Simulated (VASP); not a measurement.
# ScBiTe3 (Cmmm) in VASP: further runs

The runs below take ScBiTe3 through single point, relaxation of cell and atoms, with PBE.

Program: VASP 6.6.1. These are calculated values, not measurements. Logs are shortened: lines on timing, memory, paths and dates and some standing lists are left out, and cuts for length are marked.

### 1 The cell of the first run

The structure is orthorhombic, space group Cmmm (No. 65). Conventional cell: a = 5.734 Å, b = 6.777 Å, c = 9.423 Å, α = 90.00°, β = 90.00°, γ = 90.00°. Within 4.5 Å of Sc (site symmetry mmm) lie 8 Te at 3.24 to 3.71 Å and 4 Sc at 4.44 Å. Bi (site symmetry mmm) has 6 Te at 2.87 to 3.39 Å within 3.8 Å. Te (site symmetry mm2) has 1 Te at 3.03 Å and 1 Bi at 3.19 Å and 4 Sc at 3.24 to 3.71 Å within 4.0 Å. Te (site symmetry mmm) has 4 Bi at 2.87 to 3.39 Å within 3.8 Å.

The cell was generated, and may not be a known phase.

### 2 Single point, PBE

The input, INCAR:

```
SYSTEM = ScBiTe3
  ALGO = Fast
  EDIFF = 1E-6
  ENCUT = 520
  GGA = PE
  ISIF = 2
  ISMEAR = 0
  LASPH = .True.
  LCHARG = .False.
  LREAL = .False.
  LWAVE = .False.
  NBANDS = 30
  NELM = 60
  PREC = Accurate
  SIGMA = 0.1
```

The input, KPOINTS:

```
k-points
0
Gamma
  4 4 2
  0 0 0
```

The input, POSCAR:

```
ScBiTe3
1.0
    2.8667721800     -3.3882819400      0.0000000000
    2.8667721800      3.3882819400      0.0000000000
    0.0000000000      0.0000000000      9.4226739700
Sc Bi Te
1 1 3
Direct
    0.0000000000      0.0000000000      0.5000000000
    0.5000000000      0.5000000000      0.0000000000
    0.5000000000      0.5000000000      0.3389852100
    0.5000000000      0.5000000000      0.6610147900
    0.0000000000      0.0000000000      0.0000000000
```

Potentials or basis: VASP PAW PBE potentials, release 64 (Sc_sv, Bi_d, Te).

On the command line:

```
$ cat potpaw_PBE.64/Sc_sv/POTCAR potpaw_PBE.64/Bi_d/POTCAR potpaw_PBE.64/Te/POTCAR > POTCAR
$ mpirun -np 1 vasp_std > vasp.out
```

OUTCAR:

```text
SYSTEM = ScBiTe3
   EDIFF = 1E-6
   ENCUT = 520
   GGA = PE
   ISIF = 2
   ISMEAR = 0
   LASPH = .True.
   LREAL = .False.
   NELM = 60
   PREC = Accurate

 ion  position               nearest neighbor table
   1  0.000  0.000  0.500-   3 3.24   4 3.24   3 3.24   4 3.24
   2  0.500  0.500  0.000-   5 2.87   5 2.87   3 3.19   4 3.19   5 3.39   5 3.39
   3  0.500  0.500  0.339-   4 3.03   2 3.19   1 3.24   1 3.24
   4  0.500  0.500  0.661-   3 3.03   2 3.19   1 3.24   1 3.24
   5  0.000  0.000  0.000-   2 2.87   2 2.87   2 3.39   2 3.39

  LATTYP: Found a base centered orthorhombic cell.
 ALAT       =     5.7335443600
 B/A-ratio  =     1.1819153135
 C/A-ratio  =     1.6434291563

  Lattice vectors:

 A1 = (   2.8667721800,  -3.3882819400,   0.0000000000)
 A2 = (   2.8667721800,   3.3882819400,   0.0000000000)
 A3 = (   0.0000000000,   0.0000000000,   9.4226739700)

Analysis of symmetry for initial positions (statically):
=====================================================================
 Subroutine PRICEL returns:
 Original cell was already a primitive cell.

 Routine SETGRP: Setting up the symmetry group for a
 base centered orthorhombic supercell.

 Subroutine GETGRP returns: Found  8 space group operations
 (whereof  8 operations were pure point group operations)
 out of a pool of  8 trial point group operations.

The static configuration has the point symmetry D_2h.

Analysis of symmetry for dynamics (positions and initial velocities):
=====================================================================
 Subroutine PRICEL returns:
 Original cell was already a primitive cell.

 Routine SETGRP: Setting up the symmetry group for a
 base centered orthorhombic supercell.

 Subroutine GETGRP returns: Found  8 space group operations
 (whereof  8 operations were pure point group operations)
 out of a pool of  8 trial point group operations.

The dynamic configuration has the point symmetry D_2h.

 Subroutine INISYM returns: Found  8 space group operations
 (whereof  8 operations are pure point group operations),
 and found     1 'primitive' translations

----------------------------------------------------------------------------------------

                                     Primitive cell

  volume of cell :     183.0530

  direct lattice vectors                    reciprocal lattice vectors
     2.866772180 -3.388281940  0.000000000     0.174412185 -0.147567413  0.000000000
     2.866772180  3.388281940  0.000000000     0.174412185  0.147567413  0.000000000
     0.000000000  0.000000000  9.422673970     0.000000000  0.000000000  0.106126987

  length of vectors
     4.438337215  4.438337215  9.422673970     0.228463896  0.228463896  0.106126987

  position of ions in fractional coordinates (direct lattice)
     0.000000000  0.000000000  0.500000000
     0.500000000  0.500000000  0.000000000
     0.500000000  0.500000000  0.338985210
     0.500000000  0.500000000  0.661014790
     0.000000000  0.000000000  0.000000000

  ion indices of the primitive-cell ions
   primitive index   ion index
                 1           1
                 2           2
                 3           3
                 4           4
                 5           5

----------------------------------------------------------------------------------------

 KPOINTS: k-points

Automatic generation of k-mesh.
 Grid dimensions read from file:
 generate k-points for:    4    4    2

 Generating k-lattice:

  Cartesian coordinates                     Fractional coordinates (reciprocal lattice)
     0.043603046 -0.036891853  0.000000000     0.250000000  0.000000000  0.000000000
     0.043603046  0.036891853  0.000000000     0.000000000  0.250000000  0.000000000
     0.000000000  0.000000000  0.053063494     0.000000000  0.000000000  0.500000000

  Length of vectors
     0.057115974  0.057115974  0.053063494

  Shift w.r.t. Gamma in fractional coordinates (k-lattice)
     0.000000000  0.000000000  0.000000000

 Subroutine IBZKPT returns following result:
 ===========================================

 Found     14 irreducible k-points:

 Following reciprocal coordinates:
            Coordinates               Weight
  0.000000  0.000000  0.000000      1.000000
  0.250000  0.000000  0.000000      4.000000
  0.500000  0.000000  0.000000      2.000000
  0.250000  0.250000  0.000000      2.000000
  0.500000  0.250000  0.000000      4.000000
 -0.250000  0.250000  0.000000      2.000000
  0.500000  0.500000  0.000000      1.000000
  0.000000  0.000000  0.500000      1.000000
  0.250000  0.000000  0.500000      4.000000
  0.500000  0.000000  0.500000      2.000000
  0.250000  0.250000  0.500000      2.000000
  0.500000  0.250000  0.500000      4.000000
 -0.250000  0.250000  0.500000      2.000000
  0.500000  0.500000  0.500000      1.000000
   k-points           NKPTS =     14   k-points in BZ     NKDIM =     14   number of bands    NBANDS=     30
   number of dos      NEDOS =    301   number of ions     NIONS =      5
   total plane-waves  NPLWV =  90720
   dimension x,y,z NGX =    36 NGY =   36 NGZ =   70
   dimension x,y,z NGXF=    72 NGYF=   72 NGZF=  140
   ions per type =               1   1   3
   NGX,Y,Z   is equivalent  to a cutoff of  13.48, 13.48, 12.35 a.u.
   NGXF,Y,Z  is equivalent  to a cutoff of  26.97, 26.97, 24.70 a.u.
 SYSTEM =  ScBiTe3
   PREC   = accura    normal or accurate (medium, high low for compatibility)
   ISTART =      0    job   : 0-new  1-cont  2-samecut
   ICHARG =      2    charge: 1-file 2-atom 10-const
   ISPIN  =      1    spin polarized calculation?
   LNONCOLLINEAR =      F non collinear calculations
   LSORBIT =      F    spin-orbit coupling
   LASPH  =      T    aspherical Exc in radial PAW
   ENCUT  =  520.0 eV  38.22 Ry    6.18 a.u.   8.25  8.25 17.52*2*pi/ulx,y,z
   NELM   =     60;   NELMIN=  2; NELMDL= -5     # of ELM steps
   EDIFF  = 0.1E-05   stopping-criterion for ELM
   LREAL  =      F    real-space projection
   EDIFFG = 0.1E-04   stopping-criterion for IOM
   NSW    =      0    number of steps for IOM
   IBRION =     -1    ionic relax: 0-MD 1-quasi-New 2-CG
   NFREE  =      0    steps in history (QN), initial steepest desc. (CG)
   ISIF   =      2    stress and relaxation
   ISYM   =      2    0-nonsym 1-usesym 2-fastsym
   POTIM  = 0.5000    time-step for ionic-motion
   TEBEG  =    0.0;   TEEND  =   0.0 temperature during run
   PSTRESS=    0.0 pullay stress
   NELECT =      44.0000    total number of electrons
   NUPDOWN=      -1.0000    fix difference up-down
   EMIN   =  10.00;   EMAX   =-10.00  energy-range for DOS
   EFERMI =   0.00;   METHOD = LEGACY
   ISMEAR =     0;   SIGMA  =   0.10  broadening in eV -4-tet -1-fermi 0-gaus
   EFERMI_NEDOS =   21; number of points for ismear=-14 and -15
   IALGO  =     68    algorithm
   IMIX   =      4    mixing-type and parameters
     AMIX     =   0.40;   BMIX     =  1.00
     AMIX_MAG =   1.60;   BMIX_MAG =  1.00
  volume/ion in A,a.u.               =      36.61       247.06
  Fermi-wavevector in a.u.,A,eV,Ry     =   1.017888  1.923530 14.096948  1.036096
  Thomas-Fermi vector in A             =   2.151315
   LORBIT       =      0    0 simple, 1 ext, 2 COOP (PROOUT), +10 PAW based schemes
   GGA     = PE    functional components
   LHFCALC =     F    Hartree Fock is set to
   AEXX    =    0.0000 exact exchange contribution
   IVDW    =     0    specifies the selected vdW correction
   LEPSILON=     F    determine dielectric tensor
   LRPA    =     F    only Hartree local field effects (RPA)
 non-spin polarized calculation
 RMM-DIIS sequential band-by-band and
 Gauss-broadening in eV      SIGMA  =   0.10
  energy-cutoff  :      520.00
  volume of cell :      183.05
 maximum number of plane-waves:      4985
 NGX is ok and might be reduce to    36
   NGX = 17   NGY = 17   NGZ = 35

 number of electron      44.0000002 magnetization

 Free energy of the ion-electron system (eV)
  ---------------------------------------------------
  ext. energy  EPLUGINS =         0.00000000
  ---------------------------------------------------
  free energy    TOTEN  =       -20.31533234 eV

  energy without entropy =      -20.28669724  energy(sigma->0) =      -20.30101479

 E-fermi :   4.8995     XC(G=0):  -8.6927

 val. band max:        4.8717462143   @ k =   0.2500   0.0000   0.0000
 cond. band min:       4.9067403429   @ k =   0.2500   0.0000   0.5000
 fundamental gap:      0.0349941286
 Fermi energy:         4.8995227290

 k-point     1 :       0.0000    0.0000    0.0000
  band No.  band energies     occupation
      1     -46.5675      2.00000
      2     -25.2264      2.00000
      3     -25.1977      2.00000
      4     -25.0102      2.00000
      5     -18.6931      2.00000
      6     -18.6379      2.00000
[... 22 lines left out ...]
     29       8.1513      0.00000
     30       8.3501      0.00000

 k-point     2 :       0.2500    0.0000    0.0000
  band No.  band energies     occupation
      1     -46.5673      2.00000
      2     -25.2281      2.00000
      3     -25.1974      2.00000
      4     -25.0117      2.00000
      5     -18.6933      2.00000
      6     -18.6389      2.00000
[... 22 lines left out ...]
     29       7.2397      0.00000
     30       8.2936      0.00000

 k-point     3 :       0.5000    0.0000    0.0000
  band No.  band energies     occupation
      1     -46.5672      2.00000
      2     -25.2297      2.00000
      3     -25.1971      2.00000
      4     -25.0132      2.00000
      5     -18.6938      2.00000
      6     -18.6399      2.00000
[... 22 lines left out ...]
     29       6.3207      0.00000
     30       7.4649      0.00000

 k-point     4 :       0.2500    0.2500    0.0000
  band No.  band energies     occupation
      1     -46.5672      2.00000
      2     -25.2296      2.00000
      3     -25.1971      2.00000
      4     -25.0133      2.00000
      5     -18.6938      2.00000
      6     -18.6398      2.00000
[... 286 lines left out ...]
     29       7.0086      0.00000
     30       7.0163      0.00000

 k-point    13 :      -0.2500    0.2500    0.5000
  band No.  band energies     occupation
      1     -46.5672      2.00000
      2     -25.2297      2.00000
      3     -25.1971      2.00000
      4     -25.0125      2.00000
      5     -18.6950      2.00000
      6     -18.6389      2.00000
[... 22 lines left out ...]
     29       6.6728      0.00000
     30       7.1556      0.00000

 k-point    14 :       0.5000    0.5000    0.5000
  band No.  band energies     occupation
      1     -46.5670      2.00000
      2     -25.2329      2.00000
      3     -25.1966      2.00000
      4     -25.0147      2.00000
      5     -18.6979      2.00000
      6     -18.6399      2.00000
[... 22 lines left out ...]
     29       7.6793      0.00000
     30       8.1040      0.00000

------------------------ aborting loop because EDIFF is reached ----------------------------------------

  FORCE on cell =-STRESS in cart. coord.  units (eV):
  Direction    XX          YY          ZZ          XY          YZ          ZX
  --------------------------------------------------------------------------------------
  -------------------------------------------------------------------------------------
  Total        2.2651362     -8.1343920     -1.6587664     -0.0000000      0.0000000      0.0000000
  in kB       19.8256765    -71.1965253    -14.5184054     -0.0000000      0.0000000      0.0000000
  external PRESSURE =     -21.9630847 kB  Pullay stress =       0.0000000 kB

 VOLUME and BASIS-vectors are now :
 -----------------------------------------------------------------------------
  energy-cutoff  :      520.00
  volume of cell :      183.05
      direct lattice vectors                 reciprocal lattice vectors
     2.866772180 -3.388281940  0.000000000     0.174412185 -0.147567413  0.000000000
     2.866772180  3.388281940  0.000000000     0.174412185  0.147567413  0.000000000
     0.000000000  0.000000000  9.422673970     0.000000000  0.000000000  0.106126987

 POSITION                                       TOTAL-FORCE (eV/Angst)
 -----------------------------------------------------------------------------------
      0.00000      0.00000      4.71134         0.000000     -0.000000      0.000000
      2.86677      0.00000      0.00000         0.000000      0.000000      0.000000
      2.86677      0.00000      3.19415         0.000000     -0.000000     -0.130370
      2.86677      0.00000      6.22853        -0.000000     -0.000000      0.130370
      0.00000      0.00000      0.00000         0.000000     -0.000000      0.000000
 -----------------------------------------------------------------------------------
    total drift:                                0.000000      0.000000      0.000000

  FREE ENERGIE OF THE ION-ELECTRON SYSTEM (eV)
  ---------------------------------------------------
  free  energy   TOTEN  =       -20.3153323425 eV

  energy  without entropy=      -20.2866972429  energy(sigma->0) =      -20.30101479
```

Wall time 2.2 min (1 thread of Oxide Virtual Turin-like, shared host); peak memory 0.3 GiB.

What came out:

* Free energy: -20.3153 eV
* Pressure: -2.2 GPa
* Largest force: 0.130 eV/Å
* Band gap on the k mesh: zero (bands 22 and 23 overlap by 0.76 eV)

Forces on the atoms (eV/Å):
```
Sc   0.000  0.000  0.000
Bi   0.000  0.000  0.000
Te   0.000  0.000 -0.130
Te   0.000  0.000  0.130
Te   0.000  0.000  0.000
```

Stress tensor (GPa, compression positive):
```
 1.98  0.00  0.00
 0.00 -7.12  0.00
 0.00  0.00 -1.45
```

Levels at points of the mesh, in eV from the Fermi level:
```csv
k point,band 19,band 20,band 21,band 22,band 23,band 24,band 25,band 26
"(0.00, 0.00, 0.00)",-1.93,-1.60,-0.81,-0.46,-0.45,0.05,0.42,0.76
"(0.50, 0.00, 0.00)",-1.77,-1.12,-1.01,-0.66,-0.44,0.14,0.28,0.37
"(0.50, 0.50, 0.00)",-2.84,-2.73,-2.54,-1.17,0.23,0.84,0.84,1.05
"(0.00, 0.00, 0.50)",-1.84,-1.83,-0.70,-0.44,0.09,0.13,0.17,0.70
"(0.50, 0.00, 0.50)",-1.75,-1.35,-0.66,-0.29,-0.05,0.31,0.39,0.51
"(0.50, 0.50, 0.50)",-2.70,-2.51,-1.60,0.32,0.62,0.72,0.84,1.15
```

Caveat: the stress differs along the axes, from -7 to 2 GPa; spin-orbit coupling is left out, which moves the levels of the heavy elements.

### 3 Relaxation of cell and atoms, PBE

The input, INCAR:

```
PREC = Accurate ; ENCUT = 600
EDIFF = 1E-6 ; ISMEAR = 0
SIGMA = 0.1 ; LREAL = F
LASPH = T ; NELM = 60
ALGO = Normal ; ISIF = 3
LWAVE = F ; LCHARG = F
GGA = PE ; IBRION = 2
NSW = 90 ; EDIFFG = -0.04
```

The input, KPOINTS:

```
regular mesh
0
Gamma
  4 4 2
```

POSCAR is that of step 2.

Potentials or basis: VASP PAW PBE potentials, release 64 (Sc_sv, Bi_d, Te).

On the command line:

```
$ cat potpaw_PBE.64/Sc_sv/POTCAR potpaw_PBE.64/Bi_d/POTCAR potpaw_PBE.64/Te/POTCAR > POTCAR
$ mpirun -np 1 vasp_std > vasp.out
```

Run time: 7.9 min. Hardware: 1 thread of Oxide Virtual Turin-like, shared host; peak memory 0.35 GiB.

The run converged. Its results:

```
Free energy                           : -21.0744 eV
Relaxed volume                        : 33.12 Å³/atom
Relaxed cell                          : a = 4.189 Å, b = 4.189 Å, c = 9.440 Å, α = 90.00°, β = 90.00°, γ = 90.09°
Space group after relaxing (to 0.1 Å) : P4/mmm (No. 123)
Energy gained by relaxing             : 151.8 meV/atom
Ionic steps                           : 10
Pressure after relaxing               : 0.1 GPa
Largest force after relaxing          : 0.003 eV/Å
Band gap on the k mesh                : zero (bands 22 and 23 overlap by 1.00 eV)
```

Forces in eV/Å, atoms in the order of the input:
```
Sc   0.000  0.000  0.000
Bi   0.000  0.000  0.000
Te   0.000  0.000 -0.003
Te   0.000  0.000  0.003
Te   0.000  0.000  0.000
```

Stress tensor (GPa, compression positive):
```
 0.14  0.00  0.00
 0.00 -0.02  0.00
 0.00  0.00  0.06
```

Step by step:
| step | energy change (eV) | largest force (eV/Å) | pressure (GPa) | volume (Å³) |
| --- | --- | --- | --- | --- |
| 1 | 0.0000 | 0.1304 | -2.19 | 183.05 |
| 2 | -0.6187 | 0.1214 | -0.95 | 169.68 |
| 3 | -0.7327 | 0.1671 | 0.30 | 163.90 |
| 4 | -0.7367 | 0.1820 | 0.78 | 162.28 |
| 5 | -0.7370 | 0.1789 | 0.64 | 162.70 |
| 6 | -0.7484 | 0.0999 | -0.19 | 165.82 |
| 7 | -0.7484 | 0.1040 | -0.17 | 165.69 |
| 8 | -0.7553 | 0.0635 | -0.11 | 165.86 |
| 9 | -0.7588 | 0.0148 | -0.06 | 166.05 |
| 10 | -0.7591 | 0.0033 | 0.06 | 165.62 |

Final structure:
```cif
data_structure
_symmetry_space_group_name_H-M 'P 1'
_symmetry_Int_Tables_number 1
_cell_length_a 4.1886
_cell_length_b 4.1886
_cell_length_c 9.4400
_cell_angle_alpha 90.000
_cell_angle_beta 90.000
_cell_angle_gamma 90.088
_cell_volume 165.62
loop_
_atom_site_label
_atom_site_type_symbol
_atom_site_fract_x
_atom_site_fract_y
_atom_site_fract_z
_atom_site_occupancy
Sc1 Sc 0.00000 0.00000 0.50000 1
Bi1 Bi 0.50000 0.50000 0.00000 1
Te1 Te 0.50000 0.50000 0.33504 1
Te2 Te 0.50000 0.50000 0.66496 1
Te3 Te 0.00000 0.00000 0.00000 1
```

Levels at points of the mesh, in eV from the Fermi level:
| k point | band 19 | band 20 | band 21 | band 22 | band 23 | band 24 | band 25 | band 26 |
| --- | --- | --- | --- | --- | --- | --- | --- | --- |
| (0.00, 0.00, 0.00) | -1.60 | -1.22 | -1.21 | -0.44 | -0.30 | 0.69 | 0.71 | 1.67 |
| (0.50, 0.00, 0.00) | -1.37 | -1.19 | -0.65 | -0.35 | -0.25 | -0.07 | 0.31 | 0.61 |
| (0.50, 0.50, 0.00) | -2.98 | -2.98 | -2.13 | -1.56 | 0.37 | 1.30 | 1.50 | 1.58 |
| (0.00, 0.00, 0.50) | -1.70 | -1.13 | -1.11 | -0.44 | -0.04 | 0.37 | 0.69 | 1.87 |
| (0.50, 0.00, 0.50) | -1.37 | -0.87 | -0.87 | -0.07 | 0.12 | 0.36 | 0.49 | 0.62 |
| (0.50, 0.50, 0.50) | -2.82 | -2.81 | -1.64 | 0.70 | 0.71 | 0.82 | 1.30 | 1.55 |

Caveat: spin-orbit coupling is left out, which moves the levels of the heavy elements.

The gap in the log of VASP goes by the Fermi energy; the results here count the filled bands.